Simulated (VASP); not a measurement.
# FeSi (P2_13) in VASP: notebook

Runs on FeSi. Level: PBEsol. Tasks: single point, relaxation of cell and atoms.

Program: VASP 6.6.1. These are calculated values, not measurements. Logs are shortened: lines on timing, memory, paths and dates and some standing lists are left out, and cuts for length are marked.

## 1. The cell of the first run

Symmetry: P2_13, No. 198, cubic system. Conventional cell: a = 4.190 Å, b = 4.190 Å, c = 4.190 Å, α = 90.00°, β = 90.00°, γ = 90.00°. Within 2.9 Å of Fe (site symmetry 3) lie 7 Si at 2.17 to 2.32 Å and 6 Fe at 2.57 Å. Within 2.9 Å of Si (site symmetry 3) lie 7 Fe at 2.17 to 2.32 Å and 6 Si at 2.59 Å.

## 2. Single point, PBEsol

File INCAR:

```
SYSTEM = FeSi
  ALGO = Normal
  EDIFF = 1E-6
  ENCUT = 520
  GGA = PS
  ISIF = 2
  ISMEAR = 0
  LASPH = .TRUE.
  LCHARG = .FALSE.
  LREAL = .FALSE.
  LWAVE = .FALSE.
  NBANDS = 34
  NELM = 100
  PREC = Accurate
  SIGMA = 0.02
```

File KPOINTS:

```
k-points
0
G
  8 8 8
  0 0 0
```

File POSCAR:

```
FeSi
1.0
    4.1903929836      0.0000000000      0.0000000000
    0.0000000000      4.1903929836      0.0000000000
    0.0000000000      0.0000000000      4.1903929836
Fe Si
4 4
Direct
    0.1416245606      0.1416245606      0.1416245606
    0.3583754394      0.8583754394      0.6416245606
    0.6416245606      0.3583754394      0.8583754394
    0.8583754394      0.6416245606      0.3583754394
    0.8431548168      0.8431548168      0.8431548168
    0.6568451832      0.1568451832      0.3431548168
    0.3431548168      0.6568451832      0.1568451832
    0.1568451832      0.3431548168      0.6568451832
```

Potentials or basis: VASP PAW PBE potentials, release 64 (Fe, Si).

The run is started by

```sh
$ cat potpaw_PBE.64/Fe/POTCAR potpaw_PBE.64/Si/POTCAR > POTCAR
$ mpirun -np 1 vasp_std > vasp.out
```

OUTCAR:

```text
SYSTEM = FeSi
   EDIFF = 1E-6
   ENCUT = 520
   GGA = PS
   ISIF = 2
   ISMEAR = 0
   LASPH = .TRUE.
   LREAL = .FALSE.
   NELM = 100
   PREC = Accurate

 ion  position               nearest neighbor table
   1  0.142  0.142  0.142-   5 2.17   6 2.20   7 2.20   8 2.20   8 2.32   7 2.32   6 2.32   3 2.57
                             4 2.57   2 2.57   2 2.57   4 2.57   3 2.57
   2  0.358  0.858  0.642-   6 2.17   5 2.20   7 2.20   8 2.20   7 2.32   8 2.32   5 2.32   1 2.57
                             1 2.57   3 2.57   3 2.57   4 2.57   4 2.57
   3  0.642  0.358  0.858-   7 2.17   6 2.20   5 2.20   8 2.20   6 2.32   8 2.32   5 2.32   1 2.57
                             4 2.57   2 2.57   2 2.57   4 2.57   1 2.57
   4  0.858  0.642  0.358-   8 2.17   6 2.20   7 2.20   5 2.20   5 2.32   6 2.32   7 2.32   1 2.57
                             3 2.57   2 2.57   1 2.57   2 2.57   3 2.57
   5  0.843  0.843  0.843-   1 2.17   2 2.20   3 2.20   4 2.20   4 2.32   3 2.32   2 2.32   6 2.59
                             6 2.59   8 2.59   7 2.59   8 2.59   7 2.59
   6  0.657  0.157  0.343-   2 2.17   1 2.20   3 2.20   4 2.20   3 2.32   4 2.32   1 2.32   5 2.59
                             5 2.59   8 2.59   7 2.59   7 2.59   8 2.59
   7  0.343  0.657  0.157-   3 2.17   2 2.20   1 2.20   4 2.20   2 2.32   4 2.32   1 2.32   8 2.59
                             8 2.59   5 2.59   6 2.59   6 2.59   5 2.59
   8  0.157  0.343  0.657-   4 2.17   2 2.20   3 2.20   1 2.20   1 2.32   2 2.32   3 2.32   7 2.59
                             7 2.59   5 2.59   5 2.59   6 2.59   6 2.59

  LATTYP: Found a simple cubic cell.
 ALAT       =     4.1903929836

  Lattice vectors:

 A1 = (   4.1903929836,   0.0000000000,   0.0000000000)
 A2 = (   0.0000000000,   4.1903929836,   0.0000000000)
 A3 = (   0.0000000000,   0.0000000000,   4.1903929836)

Analysis of symmetry for initial positions (statically):
=====================================================================
 Subroutine PRICEL returns:
 Original cell was already a primitive cell.

 Routine SETGRP: Setting up the symmetry group for a
 simple cubic supercell.

 Subroutine GETGRP returns: Found 12 space group operations
 (whereof  3 operations were pure point group operations)
 out of a pool of 48 trial point group operations.

The static configuration has the point symmetry C_3 .
 The point group associated with its full space group is T   .

Analysis of symmetry for dynamics (positions and initial velocities):
=====================================================================
 Subroutine PRICEL returns:
 Original cell was already a primitive cell.

 Routine SETGRP: Setting up the symmetry group for a
 simple cubic supercell.

 Subroutine GETGRP returns: Found 12 space group operations
 (whereof  3 operations were pure point group operations)
 out of a pool of 48 trial point group operations.

The dynamic configuration has the point symmetry C_3 .
 The point group associated with its full space group is T   .

 Subroutine INISYM returns: Found 12 space group operations
 (whereof  3 operations are pure point group operations),
 and found     1 'primitive' translations

----------------------------------------------------------------------------------------

                                     Primitive cell

  volume of cell :      73.5808

  direct lattice vectors                    reciprocal lattice vectors
     4.190392984  0.000000000  0.000000000     0.238641102  0.000000000  0.000000000
     0.000000000  4.190392984  0.000000000     0.000000000  0.238641102  0.000000000
     0.000000000  0.000000000  4.190392984     0.000000000  0.000000000  0.238641102

  length of vectors
     4.190392984  4.190392984  4.190392984     0.238641102  0.238641102  0.238641102

  position of ions in fractional coordinates (direct lattice)
     0.141624561  0.141624561  0.141624561
     0.358375439  0.858375439  0.641624561
     0.641624561  0.358375439  0.858375439
     0.858375439  0.641624561  0.358375439
     0.843154817  0.843154817  0.843154817
     0.656845183  0.156845183  0.343154817
     0.343154817  0.656845183  0.156845183
     0.156845183  0.343154817  0.656845183

  ion indices of the primitive-cell ions
   primitive index   ion index
                 1           1
                 2           2
                 3           3
                 4           4
                 5           5
                 6           6
                 7           7
                 8           8

----------------------------------------------------------------------------------------

 KPOINTS: k-points

Automatic generation of k-mesh.
 Grid dimensions read from file:
 generate k-points for:    8    8    8

 Generating k-lattice:

  Cartesian coordinates                     Fractional coordinates (reciprocal lattice)
     0.029830138  0.000000000  0.000000000     0.125000000  0.000000000  0.000000000
     0.000000000  0.029830138  0.000000000     0.000000000  0.125000000  0.000000000
     0.000000000  0.000000000  0.029830138     0.000000000  0.000000000  0.125000000

  Length of vectors
     0.029830138  0.029830138  0.029830138

  Shift w.r.t. Gamma in fractional coordinates (k-lattice)
     0.000000000  0.000000000  0.000000000

 Subroutine IBZKPT returns following result:
 ===========================================

 Found     45 irreducible k-points:

 Following reciprocal coordinates:
            Coordinates               Weight
  0.000000  0.000000  0.000000      1.000000
  0.125000  0.000000  0.000000      6.000000
  0.250000  0.000000  0.000000      6.000000
  0.375000  0.000000  0.000000      6.000000
  0.500000  0.000000  0.000000      3.000000
  0.125000  0.125000  0.000000     12.000000
[... 16 lines left out ...]
  0.250000  0.125000  0.125000     24.000000
  0.375000  0.125000  0.125000     24.000000
 [... further k-points ...]
   k-points           NKPTS =     45   k-points in BZ     NKDIM =     45   number of bands    NBANDS=     34
   number of dos      NEDOS =    301   number of ions     NIONS =      8
   total plane-waves  NPLWV =  32768
   dimension x,y,z NGX =    32 NGY =   32 NGZ =   32
   dimension x,y,z NGXF=    64 NGYF=   64 NGZF=   64
   ions per type =               4   4
   NGX,Y,Z   is equivalent  to a cutoff of  12.70, 12.70, 12.70 a.u.
   NGXF,Y,Z  is equivalent  to a cutoff of  25.39, 25.39, 25.39 a.u.
 SYSTEM =  FeSi
   PREC   = accura    normal or accurate (medium, high low for compatibility)
   ISTART =      0    job   : 0-new  1-cont  2-samecut
   ICHARG =      2    charge: 1-file 2-atom 10-const
   ISPIN  =      1    spin polarized calculation?
   LNONCOLLINEAR =      F non collinear calculations
   LSORBIT =      F    spin-orbit coupling
   LASPH  =      T    aspherical Exc in radial PAW
   ENCUT  =  520.0 eV  38.22 Ry    6.18 a.u.   7.79  7.79  7.79*2*pi/ulx,y,z
   NELM   =    100;   NELMIN=  2; NELMDL= -5     # of ELM steps
   EDIFF  = 0.1E-05   stopping-criterion for ELM
   LREAL  =      F    real-space projection
   EDIFFG = 0.1E-04   stopping-criterion for IOM
   NSW    =      0    number of steps for IOM
   IBRION =     -1    ionic relax: 0-MD 1-quasi-New 2-CG
   NFREE  =      0    steps in history (QN), initial steepest desc. (CG)
   ISIF   =      2    stress and relaxation
   ISYM   =      2    0-nonsym 1-usesym 2-fastsym
   POTIM  = 0.5000    time-step for ionic-motion
   TEBEG  =    0.0;   TEEND  =   0.0 temperature during run
   PSTRESS=    0.0 pullay stress
   NELECT =      48.0000    total number of electrons
   NUPDOWN=      -1.0000    fix difference up-down
   EMIN   =  10.00;   EMAX   =-10.00  energy-range for DOS
   EFERMI =   0.00;   METHOD = LEGACY
   ISMEAR =     0;   SIGMA  =   0.02  broadening in eV -4-tet -1-fermi 0-gaus
   EFERMI_NEDOS =   21; number of points for ismear=-14 and -15
   IALGO  =     38    algorithm
   IMIX   =      4    mixing-type and parameters
     AMIX     =   0.40;   BMIX     =  1.00
     AMIX_MAG =   1.60;   BMIX_MAG =  1.00
  volume/ion in A,a.u.               =       9.20        62.07
  Fermi-wavevector in a.u.,A,eV,Ry     =   1.419822  2.683074 27.427900  2.015894
  Thomas-Fermi vector in A             =   2.540802
   LORBIT       =      0    0 simple, 1 ext, 2 COOP (PROOUT), +10 PAW based schemes
   GGA     = PS    functional components
   LHFCALC =     F    Hartree Fock is set to
   AEXX    =    0.0000 exact exchange contribution
   IVDW    =     0    specifies the selected vdW correction
   LEPSILON=     F    determine dielectric tensor
   LRPA    =     F    only Hartree local field effects (RPA)
 non-spin polarized calculation
 Gauss-broadening in eV      SIGMA  =   0.02
  energy-cutoff  :      520.00
  volume of cell :       73.58
 maximum number of plane-waves:      2000
   NGX = 15   NGY = 15   NGZ = 15

 number of electron      48.0000000 magnetization

 Free energy of the ion-electron system (eV)
  ---------------------------------------------------
  ext. energy  EPLUGINS =         0.00000000
  ---------------------------------------------------
  free energy    TOTEN  =       -62.15162502 eV

  energy without entropy =      -62.15162501  energy(sigma->0) =      -62.15162502

 E-fermi :  12.1843     XC(G=0): -13.8155

 val. band max:       12.1181775370   @ k =   0.5000   0.0000   0.0000
 cond. band min:      12.2525288623   @ k =   0.3750   0.1250   0.1250
 fundamental gap:      0.1343513253
 Fermi energy:        12.1842674742

 k-point     1 :       0.0000    0.0000    0.0000
  band No.  band energies     occupation
      1      -2.6141      2.00000
      2       3.3354      2.00000
      3       3.3354      2.00000
      4       3.3354      2.00000
      5       6.2517      2.00000
      6       6.2517      2.00000
[... 26 lines left out ...]
     33      17.3617      0.00000
     34      17.3617      0.00000

 k-point     2 :       0.1250    0.0000    0.0000
  band No.  band energies     occupation
      1      -2.4803      2.00000
      2       2.5260      2.00000
      3       3.4026      2.00000
      4       3.9482      2.00000
      5       5.7315      2.00000
      6       6.3312      2.00000
[... 26 lines left out ...]
     33      17.4508      0.00000
     34      17.4794      0.00000

 k-point     3 :       0.2500    0.0000    0.0000
  band No.  band energies     occupation
      1      -2.0843      2.00000
      2       1.5104      2.00000
      3       3.6010      2.00000
      4       4.4827      2.00000
      5       5.3228      2.00000
      6       6.4711      2.00000
[... 26 lines left out ...]
     33      17.5873      0.00000
     34      17.7251      0.00000

 k-point     4 :       0.3750    0.0000    0.0000
  band No.  band energies     occupation
      1      -1.4432      2.00000
      2       0.4257      2.00000
      3       3.9195      2.00000
      4       4.7408      2.00000
      5       5.1890      2.00000
      6       6.2408      2.00000
[... 26 lines left out ...]
     33      17.7685      0.00000
     34      18.0177      0.00000

 k-point     5 :       0.5000    0.0000    0.0000
  band No.  band energies     occupation
      1      -0.5887      2.00000
      2      -0.5887      2.00000
      3       4.3318      2.00000
      4       4.3318      2.00000
      5       5.7140      2.00000
      6       5.7140      2.00000
[... 621 lines left out ...]
 k-point    22 :       0.1250    0.1250    0.1250
  band No.  band energies     occupation
      1      -2.2152      2.00000
      2       2.2754      2.00000
      3       2.9498      2.00000
      4       4.2631      2.00000
      5       5.6058      2.00000
      6       6.3914      2.00000
[... 26 lines left out ...]
     33      17.1896      0.00000
     34      17.7973      0.00000

 k-point    23 :       0.2500    0.1250    0.1250
  band No.  band energies     occupation
      1      -1.8245      2.00000
      2       1.6256      2.00000
      3       2.9901      2.00000
      4       4.4422      2.00000
      5       5.2917      2.00000
      6       6.2147      2.00000
[... 26 lines left out ...]
     33      17.2919      0.00000
     34      17.9268      0.00000

 k-point    24 :       0.3750    0.1250    0.1250
  band No.  band energies     occupation
      1      -1.1928      2.00000
      2       0.6287      2.00000
      3       3.3534      2.00000
      4       4.4444      2.00000
      5       5.0464      2.00000
      6       5.9305      2.00000
[... 26 lines left out ...]
     33      17.4132      0.00000
     34      18.0196      0.00000

 [... further k-points ...]

------------------------ aborting loop because EDIFF is reached ----------------------------------------

  FORCE on cell =-STRESS in cart. coord.  units (eV):
  Direction    XX          YY          ZZ          XY          YZ          ZX
  --------------------------------------------------------------------------------------
  -------------------------------------------------------------------------------------
  Total       23.6501341     23.6501341     23.6501341     -0.0000000     -0.0000000      0.0000000
  in kB      514.9676272    514.9676272    514.9676272     -0.0000000     -0.0000000      0.0000000
  external PRESSURE =     514.9676272 kB  Pullay stress =       0.0000000 kB

 VOLUME and BASIS-vectors are now :
 -----------------------------------------------------------------------------
  energy-cutoff  :      520.00
  volume of cell :       73.58
      direct lattice vectors                 reciprocal lattice vectors
     4.190392984  0.000000000  0.000000000     0.238641102  0.000000000  0.000000000
     0.000000000  4.190392984  0.000000000     0.000000000  0.238641102  0.000000000
     0.000000000  0.000000000  4.190392984     0.000000000  0.000000000  0.238641102

 POSITION                                       TOTAL-FORCE (eV/Angst)
 -----------------------------------------------------------------------------------
      0.59346      0.59346      0.59346         0.031123      0.031123      0.031123
      1.50173      3.59693      2.68866        -0.031123     -0.031123      0.031123
      2.68866      1.50173      3.59693         0.031123     -0.031123     -0.031123
      3.59693      2.68866      1.50173        -0.031123      0.031123     -0.031123
      3.53315      3.53315      3.53315         0.003084      0.003084      0.003084
      2.75244      0.65724      1.43795        -0.003084     -0.003084      0.003084
      1.43795      2.75244      0.65724         0.003084     -0.003084     -0.003084
      0.65724      1.43795      2.75244        -0.003084      0.003084     -0.003084
 -----------------------------------------------------------------------------------
    total drift:                                0.000000      0.000000     -0.000000

  FREE ENERGIE OF THE ION-ELECTRON SYSTEM (eV)
  ---------------------------------------------------
  free  energy   TOTEN  =       -62.1516250201 eV

  energy  without entropy=      -62.1516250101  energy(sigma->0) =      -62.15162502
```

Run time: 38 s. Hardware: 1 thread of Intel Xeon 6975P-C (Granite Rapids), shared host; peak memory 0.23 GiB.

Results:

- Free energy: -62.1516 eV
- Pressure: 51.5 GPa
- Largest force: 0.054 eV/Å
- Band gap on the k mesh: 0.13 eV (least direct gap 0.17 eV)

Forces on the atoms (eV/Å):
```
Fe   0.031  0.031  0.031
Fe  -0.031 -0.031  0.031
Fe   0.031 -0.031 -0.031
Fe  -0.031  0.031 -0.031
Si   0.003  0.003  0.003
Si  -0.003 -0.003  0.003
Si   0.003 -0.003 -0.003
Si  -0.003  0.003 -0.003
```

Levels at points of the mesh, in eV from the valence-band top:
```
           k point  band 21  band 22  band 23  band 24  band 25  band 26  band 27  band 28
(0.00, 0.00, 0.00)    -0.38    -0.38    -0.09    -0.09     0.83     0.83     0.83     3.98
(0.50, 0.00, 0.00)    -0.53    -0.53     0.00     0.00     0.19     0.19     2.11     2.11
(0.50, 0.50, 0.00)    -1.29    -1.29    -0.48    -0.48     0.77     0.77     1.66     1.66
(0.50, 0.50, 0.50)    -0.91    -0.91    -0.91    -0.91     0.59     0.59     0.59     0.59
```

Caveat: the cell stands under pressure; the PAW data sets were made with another functional, which shifts forces and pressure a little. A k mesh can miss the band edges.

## 3. Single point, PBEsol

This run uses another cell than the first one, of 10.67 Å³/atom.

File INCAR:

```
PREC = Accurate
ENCUT = 520
EDIFF = 1E-6
ISMEAR = 0
SIGMA = 0.02
LREAL = F
LASPH = T
NELM = 100
ALGO = Normal
ISIF = 2
LWAVE = F
LCHARG = F
GGA = PS
NBANDS = 34
```

File KPOINTS:

```
Automatic mesh
0
Gamma
  8 8 8
```

File POSCAR:

```
FeSi
1.0
    4.4034216733      0.0000000000      0.0000000000
    0.0000000000      4.4034216733      0.0000000000
    0.0000000000      0.0000000000      4.4034216733
Fe Si
4 4
Direct
    0.1368585786      0.1368585786      0.1368585786
    0.3631414214      0.8631414214      0.6368585786
    0.6368585786      0.3631414214      0.8631414214
    0.8631414214      0.6368585786      0.3631414214
    0.8409905997      0.8409905997      0.8409905997
    0.6590094003      0.1590094003      0.3409905997
    0.3409905997      0.6590094003      0.1590094003
    0.1590094003      0.3409905997      0.6590094003
```

Potentials or basis: VASP PAW PBE potentials, release 64 (Fe, Si).

The run is started by

```sh
$ cat potpaw_PBE.64/Fe/POTCAR potpaw_PBE.64/Si/POTCAR > POTCAR
$ mpirun -np 1 vasp_std > vasp.out
```

OUTCAR:

```text
PREC = Accurate
   ENCUT = 520
   EDIFF = 1E-6
   ISMEAR = 0
   LREAL = F
   LASPH = T
   NELM = 100
   ISIF = 2
   GGA = PS

 ion  position               nearest neighbor table
   1  0.137  0.137  0.137-   5 2.26   6 2.29   7 2.29   8 2.29   7 2.47   8 2.47   6 2.47   3 2.70
                             4 2.70   2 2.70   2 2.70   4 2.70   3 2.70
   2  0.363  0.863  0.637-   6 2.26   5 2.29   7 2.29   8 2.29   7 2.47   8 2.47   5 2.47   1 2.70
                             1 2.70   3 2.70   3 2.70   4 2.70   4 2.70
   3  0.637  0.363  0.863-   7 2.26   6 2.29   5 2.29   8 2.29   8 2.47   6 2.47   5 2.47   1 2.70
                             4 2.70   2 2.70   2 2.70   4 2.70   1 2.70
[... 1114 lines left out ...]
  external PRESSURE =       6.4813652 kB  Pullay stress =       0.0000000 kB

 VOLUME and BASIS-vectors are now :
 -----------------------------------------------------------------------------
  energy-cutoff  :      520.00
  volume of cell :       85.38
      direct lattice vectors                 reciprocal lattice vectors
     4.403421673  0.000000000  0.000000000     0.227096125  0.000000000  0.000000000
     0.000000000  4.403421673  0.000000000     0.000000000  0.227096125  0.000000000
     0.000000000  0.000000000  4.403421673     0.000000000  0.000000000  0.227096125

 POSITION                                       TOTAL-FORCE (eV/Angst)
 -----------------------------------------------------------------------------------
      0.60265      0.60265      0.60265         0.026978      0.026978      0.026978
      1.59906      3.80078      2.80436        -0.026978     -0.026978      0.026978
      2.80436      1.59906      3.80078         0.026978     -0.026978     -0.026978
      3.80078      2.80436      1.59906        -0.026978      0.026978     -0.026978
      3.70324      3.70324      3.70324         0.003736      0.003736      0.003736
      2.90190      0.70019      1.50153        -0.003736     -0.003736      0.003736
      1.50153      2.90190      0.70019         0.003736     -0.003736     -0.003736
      0.70019      1.50153      2.90190        -0.003736      0.003736     -0.003736
 -----------------------------------------------------------------------------------
    total drift:                               -0.000001     -0.000001     -0.000000

  FREE ENERGIE OF THE ION-ELECTRON SYSTEM (eV)
  ---------------------------------------------------
  free  energy   TOTEN  =       -63.8219303079 eV

  energy  without entropy=      -63.8219303033  energy(sigma->0) =      -63.82193031
```

Wall time 58 s (1 thread of Intel Xeon 6975P-C (Granite Rapids), shared host); peak memory 0.25 GiB.

What came out:

```
Free energy            : -63.8219 eV
Pressure               : 0.6 GPa
Largest force          : 0.047 eV/Å
Band gap on the k mesh : 0.14 eV (least direct gap 0.16 eV)
```

Forces in eV/Å, atoms in the order of the input:
```
Fe   0.027  0.027  0.027
Fe  -0.027 -0.027  0.027
Fe   0.027 -0.027 -0.027
Fe  -0.027  0.027 -0.027
Si   0.004  0.004  0.004
Si  -0.004 -0.004  0.004
Si   0.004 -0.004 -0.004
Si  -0.004  0.004 -0.004
```

Caveat: the PAW data sets were made with another functional, which shifts forces and pressure a little.

(Continued in part 2 of 2.)
